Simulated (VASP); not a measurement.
# Ta9C7 (a cell with a defect) in VASP: relaxation of the atoms with PBE

Aim: the relaxation of the atoms of Ta9C7 (a cell with a defect) with PBE.

Program: VASP 6.6.1. These are calculated values, not measurements. Logs are shortened: lines on timing, memory, paths and dates and some standing lists are left out, and cuts for length are marked.

## 1. The cell of the first run

The cell holds a defect, 16 atoms: a = 6.329 Å, b = 6.329 Å, c = 6.329 Å, α = 60.00°, β = 60.00°, γ = 60.00°.

## 2. Relaxation of the atoms, PBE

Contents of INCAR:

```
SYSTEM = Ta9C7
ALGO     = Normal         ! electronic algorithm
EDIFF    = 1E-7           ! SCF threshold, eV
EDIFFG   = -0.025         ! ionic threshold
ENCUT    = 520            ! plane-wave cutoff, eV
GGA      = PE             ! functional
GGA_COMPAT= .False.      
IBRION   = 2              ! ionic algorithm
ISIF     = 2              ! what is computed and relaxed
ISMEAR   = 0              ! smearing method
LASPH    = .True.         ! aspherical terms in the spheres
LCHARG   = .False.        ! write CHGCAR
LREAL    = .False.        ! projectors in reciprocal space
LWAVE    = .False.        ! write WAVECAR
NELM     = 120            ! most SCF steps
NELMIN   = 4            
NSW      = 65             ! ionic steps
PREC     = Accurate       ! precision mode
SIGMA    = 0.1            ! smearing width, eV
```

Contents of KPOINTS:

```
k-points
0
Gamma
  5 5 5
  0 0 0
```

Contents of POSCAR:

```
Ta9C7
1.0
    0.0000000000      4.4754013011     -4.4754013011
    4.4754013011      4.4754013011      0.0000000000
    4.4754013011      0.0000000000     -4.4754013011
Ta C
9 7
Direct
    0.5000000000      0.5000000000      0.0000000000
    0.5000000000      0.0000000000      0.0000000000
    1.0000000000      0.5000000000      0.0000000000
    1.0000000000      0.0000000000      0.0000000000
    0.5000000000      0.5000000000      0.5000000000
    0.5000000000      0.0000000000      0.5000000000
    1.0000000000      0.5000000000      0.5000000000
    1.0000000000      0.0000000000      0.5000000000
    0.2500000000      0.7500000000      0.2500000000
    0.2500000000      0.2500000000      0.2500000000
    0.7500000000      0.7500000000      0.2500000000
    0.7500000000      0.2500000000      0.2500000000
    0.2500000000      0.7500000000      0.7500000000
    0.2500000000      0.2500000000      0.7500000000
    0.7500000000      0.7500000000      0.7500000000
    0.7500000000      0.2500000000      0.7500000000
```

Potentials or basis: VASP PAW PBE potentials, release 64 (Ta_pv, C).

On the command line:

```console
$ cat potpaw_PBE.64/Ta_pv/POTCAR potpaw_PBE.64/C/POTCAR > POTCAR
$ mpirun -np 1 vasp_std > vasp.out
```

OUTCAR:

```text
SYSTEM = Ta9C7
   EDIFF = 1E-7
   EDIFFG = -0.025
   ENCUT = 520
   GGA = PE
   IBRION = 2
   ISIF = 2
   ISMEAR = 0
   LASPH = .True.
   LREAL = .False.
   NELM = 120
   NELMIN = 4
   NSW = 65
   PREC = Accurate

 ion  position               nearest neighbor table
   1  0.500  0.500  0.000-   9 2.24  10 2.24  12 2.24  13 2.24  15 2.24  16 2.24   2 3.16   3 3.16
                             5 3.16   5 3.16   6 3.16   7 3.16   2 3.16   4 3.16   6 3.16   3 3.16
   2  0.500  0.000  0.000-   9 2.24  10 2.24  11 2.24  14 2.24  15 2.24  16 2.24   1 3.16   4 3.16
                             6 3.16   5 3.16   6 3.16   8 3.16   1 3.16   3 3.16   5 3.16   3 3.16
   3  0.000  0.500  0.000-  10 2.24  11 2.24  12 2.24  13 2.24  14 2.24  15 2.24   1 3.16   4 3.16
                             7 3.16   5 3.16   7 3.16   8 3.16   2 3.16   4 3.16   8 3.16   1 3.16
   4  0.000  0.000  0.000-   9 2.24  11 2.24  12 2.24  13 2.24  14 2.24  16 2.24   2 3.16   3 3.16
                             8 3.16   6 3.16   7 3.16   8 3.16   1 3.16   3 3.16   7 3.16   1 3.16
   5  0.500  0.500  0.500-   9 2.24  11 2.24  12 2.24  13 2.24  14 2.24  16 2.24   1 3.16   6 3.16
                             7 3.16   1 3.16   2 3.16   3 3.16   2 3.16   6 3.16   8 3.16   3 3.16
   6  0.500  0.000  0.500-  10 2.24  11 2.24  12 2.24  13 2.24  14 2.24  15 2.24   2 3.16   5 3.16
                             8 3.16   1 3.16   2 3.16   4 3.16   1 3.16   5 3.16   7 3.16   4 3.16
   7  0.000  0.500  0.500-   9 2.24  10 2.24  11 2.24  14 2.24  15 2.24  16 2.24   3 3.16   5 3.16
                             8 3.16   1 3.16   3 3.16   4 3.16   4 3.16   6 3.16   8 3.16   1 3.16
   8  0.000  0.000  0.500-   9 2.24  10 2.24  12 2.24  13 2.24  15 2.24  16 2.24   4 3.16   6 3.16
                             7 3.16   2 3.16   3 3.16   4 3.16   3 3.16   5 3.16   7 3.16   2 3.16
   9  0.250  0.750  0.250-   1 2.24   2 2.24   4 2.24   5 2.24   7 2.24   8 2.24
  10  0.250  0.250  0.250-   1 2.24   2 2.24   3 2.24   6 2.24   7 2.24   8 2.24
  11  0.750  0.750  0.250-   2 2.24   3 2.24   4 2.24   5 2.24   6 2.24   7 2.24
  12  0.750  0.250  0.250-   1 2.24   3 2.24   4 2.24   5 2.24   6 2.24   8 2.24
  13  0.250  0.750  0.750-   1 2.24   3 2.24   4 2.24   5 2.24   6 2.24   8 2.24
  14  0.250  0.250  0.750-   2 2.24   3 2.24   4 2.24   5 2.24   6 2.24   7 2.24
  15  0.750  0.750  0.750-   1 2.24   2 2.24   3 2.24   6 2.24   7 2.24   8 2.24
  16  0.750  0.250  0.750-   1 2.24   2 2.24   4 2.24   5 2.24   7 2.24   8 2.24

  LATTYP: Found a face centered cubic cell.
 ALAT       =     8.9508026022

  Lattice vectors:

 A1 = (   0.0000000000,   4.4754013011,  -4.4754013011)
 A2 = (   4.4754013011,   4.4754013011,   0.0000000000)
 A3 = (   4.4754013011,   0.0000000000,  -4.4754013011)

Analysis of symmetry for initial positions (statically):
=====================================================================
 Subroutine PRICEL returns:
 Original cell was already a primitive cell.

 Routine SETGRP: Setting up the symmetry group for a
 face centered cubic supercell.

 Subroutine GETGRP returns: Found 48 space group operations
 (whereof  8 operations were pure point group operations)
 out of a pool of 48 trial point group operations.

The static configuration has the point symmetry C_4v.
 The point group associated with its full space group is O_h .

Analysis of symmetry for dynamics (positions and initial velocities):
=====================================================================
 Subroutine PRICEL returns:
 Original cell was already a primitive cell.

 Routine SETGRP: Setting up the symmetry group for a
 face centered cubic supercell.

 Subroutine GETGRP returns: Found 48 space group operations
 (whereof  8 operations were pure point group operations)
 out of a pool of 48 trial point group operations.

The dynamic configuration has the point symmetry C_4v.
 The point group associated with its full space group is O_h .

 Subroutine INISYM returns: Found 48 space group operations
 (whereof  8 operations are pure point group operations),
 and found     1 'primitive' translations

----------------------------------------------------------------------------------------

                                     Primitive cell

  volume of cell :     179.2776

  direct lattice vectors                    reciprocal lattice vectors
     0.000000000  4.475401301 -4.475401301    -0.111721825  0.111721825 -0.111721825
     4.475401301  4.475401301  0.000000000     0.111721825  0.111721825  0.111721825
     4.475401301  0.000000000 -4.475401301     0.111721825 -0.111721825 -0.111721825

  length of vectors
     6.329173217  6.329173217  6.329173217     0.193507877  0.193507877  0.193507877

  position of ions in fractional coordinates (direct lattice)
     0.500000000  0.500000000  0.000000000
     0.500000000  0.000000000  0.000000000
     0.000000000  0.500000000  0.000000000
[... 52 lines left out ...]
     0.000000000  0.000000000  0.000000000

 Subroutine IBZKPT returns following result:
 ===========================================

 Found     10 irreducible k-points:

 Following reciprocal coordinates:
            Coordinates               Weight
  0.000000  0.000000  0.000000      1.000000
  0.200000  0.000000  0.000000      8.000000
  0.400000  0.000000  0.000000      8.000000
  0.200000  0.200000  0.000000      6.000000
  0.400000  0.200000  0.000000     24.000000
 -0.400000  0.200000  0.000000     24.000000
 -0.200000  0.200000  0.000000     12.000000
  0.400000  0.400000  0.000000      6.000000
 -0.400000  0.400000  0.000000     12.000000
 -0.400000  0.400000  0.200000     24.000000
   k-points           NKPTS =     10   k-points in BZ     NKDIM =     10   number of bands    NBANDS=     76
   number of dos      NEDOS =    301   number of ions     NIONS =     16
   total plane-waves  NPLWV = 110592
   dimension x,y,z NGX =    48 NGY =   48 NGZ =   48
   dimension x,y,z NGXF=    96 NGYF=   96 NGZF=   96
   ions per type =               9   7
   NGX,Y,Z   is equivalent  to a cutoff of  12.61, 12.61, 12.61 a.u.
   NGXF,Y,Z  is equivalent  to a cutoff of  25.22, 25.22, 25.22 a.u.
 SYSTEM =  Ta9C7
   PREC   = accura    normal or accurate (medium, high low for compatibility)
   ISTART =      0    job   : 0-new  1-cont  2-samecut
   ICHARG =      2    charge: 1-file 2-atom 10-const
   ISPIN  =      1    spin polarized calculation?
   LNONCOLLINEAR =      F non collinear calculations
   LSORBIT =      F    spin-orbit coupling
   LASPH  =      T    aspherical Exc in radial PAW
   ENCUT  =  520.0 eV  38.22 Ry    6.18 a.u.  11.77 11.77 11.77*2*pi/ulx,y,z
   NELM   =    120;   NELMIN=  4; NELMDL= -5     # of ELM steps
   EDIFF  = 0.1E-06   stopping-criterion for ELM
   LREAL  =      F    real-space projection
   EDIFFG = -.3E-01   stopping-criterion for IOM
   NSW    =     65    number of steps for IOM
   IBRION =      2    ionic relax: 0-MD 1-quasi-New 2-CG
   NFREE  =      1    steps in history (QN), initial steepest desc. (CG)
   ISIF   =      2    stress and relaxation
   ISYM   =      2    0-nonsym 1-usesym 2-fastsym
   POTIM  = 0.5000    time-step for ionic-motion
   TEBEG  =    0.0;   TEEND  =   0.0 temperature during run
   PSTRESS=    0.0 pullay stress
   NELECT =     127.0000    total number of electrons
   NUPDOWN=      -1.0000    fix difference up-down
   EMIN   =  10.00;   EMAX   =-10.00  energy-range for DOS
   EFERMI =   0.00;   METHOD = LEGACY
   ISMEAR =     0;   SIGMA  =   0.10  broadening in eV -4-tet -1-fermi 0-gaus
   EFERMI_NEDOS =   21; number of points for ismear=-14 and -15
   IALGO  =     38    algorithm
   IMIX   =      4    mixing-type and parameters
     AMIX     =   0.40;   BMIX     =  1.00
     AMIX_MAG =   1.60;   BMIX_MAG =  1.00
  volume/ion in A,a.u.               =      11.20        75.61
  Fermi-wavevector in a.u.,A,eV,Ry     =   1.459377  2.757822 28.977423  2.129780
  Thomas-Fermi vector in A             =   2.575951
   LORBIT       =      0    0 simple, 1 ext, 2 COOP (PROOUT), +10 PAW based schemes
   GGA     = PE    functional components
   LHFCALC =     F    Hartree Fock is set to
   AEXX    =    0.0000 exact exchange contribution
   IVDW    =     0    specifies the selected vdW correction
   LEPSILON=     F    determine dielectric tensor
   LRPA    =     F    only Hartree local field effects (RPA)
 conjugate gradient relaxation of ions
 non-spin polarized calculation
 Gauss-broadening in eV      SIGMA  =   0.10
  energy-cutoff  :      520.00
  volume of cell :      179.28
 maximum number of plane-waves:      4909
   NGX = 23   NGY = 23   NGZ = 23

--------------------------------------- Ionic step        1  -------------------------------------------

 number of electron     126.9999988 magnetization

 Free energy of the ion-electron system (eV)
  ---------------------------------------------------
  ext. energy  EPLUGINS =         0.00000000
  ---------------------------------------------------
  free energy    TOTEN  =      -163.12711150 eV

  energy without entropy =     -163.07887302  energy(sigma->0) =     -163.10299226

------------------------ aborting loop because EDIFF is reached ----------------------------------------

  FORCE on cell =-STRESS in cart. coord.  units (eV):
  Direction    XX          YY          ZZ          XY          YZ          ZX
  --------------------------------------------------------------------------------------
  -------------------------------------------------------------------------------------
  Total       47.3143136     47.3143136     47.3143136      0.0000000      0.0000000     -0.0000000
  in kB      422.8410858    422.8410858    422.8410858      0.0000000      0.0000000     -0.0000000
  external PRESSURE =     422.8410858 kB  Pullay stress =       0.0000000 kB
[... 137 lines left out ...]
--------------------------------------- Ionic step        4  -------------------------------------------

 number of electron     126.9999990 magnetization

 Free energy of the ion-electron system (eV)
  ---------------------------------------------------
  ext. energy  EPLUGINS =         0.00000000
  ---------------------------------------------------
  free energy    TOTEN  =      -167.39632722 eV

  energy without entropy =     -167.34204435  energy(sigma->0) =     -167.36918579

 E-fermi :   8.5584     XC(G=0): -13.3937

 val. band max:        8.5466489080   @ k =  -0.2000   0.2000   0.0000
 cond. band min:       8.5812939279   @ k =  -0.2000   0.2000   0.0000
 fundamental gap:      0.0346450199
 Fermi energy:         8.5584089472

 k-point     1 :       0.0000    0.0000    0.0000
  band No.  band energies     occupation
      1     -27.2658      2.00000
      2     -27.2658      2.00000
      3     -27.2658      2.00000
      4     -27.0603      2.00000
      5     -27.0603      2.00000
      6     -27.0603      2.00000
[... 769 lines left out ...]
     74      10.8371      0.00000
     75      10.9820      0.00000
 [bands above 75 left out]

------------------------ aborting loop because EDIFF is reached ----------------------------------------

  FORCE on cell =-STRESS in cart. coord.  units (eV):
  Direction    XX          YY          ZZ          XY          YZ          ZX
  --------------------------------------------------------------------------------------
  -------------------------------------------------------------------------------------
  Total       41.5892897     41.5892897     41.5892897     -0.0000000      0.0000000     -0.0000000
  in kB      371.6773867    371.6773867    371.6773867     -0.0000000      0.0000000     -0.0000000
  external PRESSURE =     371.6773867 kB  Pullay stress =       0.0000000 kB
[... 31 lines left out ...]
  FREE ENERGIE OF THE ION-ELECTRON SYSTEM (eV)
  ---------------------------------------------------
  free  energy   TOTEN  =      -167.3963272227 eV

  energy  without entropy=     -167.3420443478  energy(sigma->0) =     -167.36918579

 reached required accuracy - stopping structural energy minimisation
```

It took 4.5 min on 1 thread of Intel Xeon 6975P-C (Granite Rapids), shared host; peak memory 0.38 GiB.

What came out:

| Property | Result |
| --- | --- |
| Free energy | -167.3963 eV |
| Energy gained by relaxing | 266.8 meV/atom |
| Ionic steps | 4 |
| Pressure after relaxing | 37.2 GPa |
| Largest force after relaxing | 0.022 eV/Å |
| Band gap on the k mesh | zero (an odd number of electrons rules out a gap without spin polarisation) |

Forces on the atoms (eV/Å):
```
Ta   0.022  0.000  0.000
Ta   0.000 -0.022  0.000
Ta   0.000  0.000  0.000
Ta   0.000  0.000 -0.022
Ta   0.000  0.000  0.022
Ta   0.000  0.000  0.000
Ta   0.000  0.022  0.000
Ta  -0.022  0.000  0.000
Ta   0.000  0.000  0.000
C    0.000  0.000  0.000
C    0.000  0.000  0.000
C    0.000  0.000  0.000
C    0.000  0.000  0.000
C    0.000  0.000  0.000
C    0.000  0.000  0.000
C    0.000  0.000  0.000
```

Step by step:
```
step  energy change (eV)  largest force (eV/Å)  pressure (GPa)
   1              0.0000                7.4297           42.28
   2              0.3074               10.5096           51.54
   3             -4.2678                0.1435           37.05
   4             -4.2692                0.0220           37.17
```

Final structure:
```
Ta C
1.0
     0.00000    4.47540   -4.47540
     4.47540    4.47540    0.00000
     4.47540    0.00000   -4.47540
Ta C
9 7
Direct
  0.52167 0.47833 0.97833
  0.52167 0.02167 0.97833
  0.00000 0.50000 0.00000
  0.97833 0.02167 0.97833
  0.52167 0.47833 0.52167
  0.50000 0.00000 0.50000
  0.97833 0.47833 0.52167
  0.97833 0.02167 0.52167
  0.25000 0.75000 0.25000
  0.25000 0.25000 0.25000
  0.75000 0.75000 0.25000
  0.75000 0.25000 0.25000
  0.25000 0.75000 0.75000
  0.25000 0.25000 0.75000
  0.75000 0.75000 0.75000
  0.75000 0.25000 0.75000
```

Caveat: spin-orbit coupling is left out, which moves the levels of the heavy elements.
